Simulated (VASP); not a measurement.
## AlN: relaxation of the atoms with LDA

AlN:

```
Al N
1.0
     3.15040    0.00000    0.00000
    -1.57520    2.72833    0.00000
     0.00000    0.00000    4.94358
Al N
2 2
Direct
  0.33333 0.66667 0.00152
  0.66667 0.33333 0.50152
  0.33333 0.66667 0.38348
  0.66667 0.33333 0.88348
```

```json
{
 "Program": "VASP 6.6.1",
 "Task": "relaxation of the atoms",
 "Functional": "LDA",
 "Potentials or basis": "VASP PAW LDA potentials, release 64 (Al, N)",
 "Cutoff": "520 eV",
 "k mesh": "9 × 9 × 6",
 "Occupations": "gaussian, width 0.05 eV",
 "Spin": "no spin polarisation",
 "Dipole correction": "no",
 "Further INCAR settings": "ALGO = Normal; EDIFF = 1e-06; IBRION = 2; EDIFFG = -0.01; NSW = 50"
}
```

```yaml
Energy_gained_by_relaxing: 0.9 meV/atom
Ionic_steps: 3
Pressure_after_relaxing: -7.5 GPa
Band_gap_on_the_k_mesh: 3.97 eV, direct
```

Stress tensor (GPa, compression positive):
```
-9.40  0.00  0.00
 0.00 -9.40  0.00
 0.00  0.00 -3.58
```

The path:
```tsv
step	energy change (eV)	largest force (eV/Å)	pressure (GPa)
1	0.0000	0.2083	-7.33
2	-0.0033	0.0406	-7.49
3	-0.0034	0.0019	-7.46
```

Final structure:
```yaml
crystal:
  lattice:
    - [3.15040, 0.00000, 0.00000]
    - [-1.57520, 2.72833, 0.00000]
    - [0.00000, 0.00000, 4.94358]
  atoms:
    - { symbol: Al, position: [0.33333, 0.66667, 0.99984] }
    - { symbol: Al, position: [0.66667, 0.33333, 0.49984] }
    - { symbol: N, position: [0.33333, 0.66667, 0.38516] }
    - { symbol: N, position: [0.66667, 0.33333, 0.88516] }
```

Levels at points of the mesh, in eV from the valence-band top:
```
           k point  band 6  band 7  band 8  band 9  band 10  band 11
(0.00, 0.00, 0.00)   -0.37   -0.37    0.00    3.97     6.10    10.36
(0.00, 0.00, 0.50)   -0.74   -0.74   -0.74    6.09     6.09     9.97
```

Run time: 73 s on 1 thread of AMD EPYC 7R13 (shared host), peak memory 0.12 GiB.

A k mesh can miss the band edges.
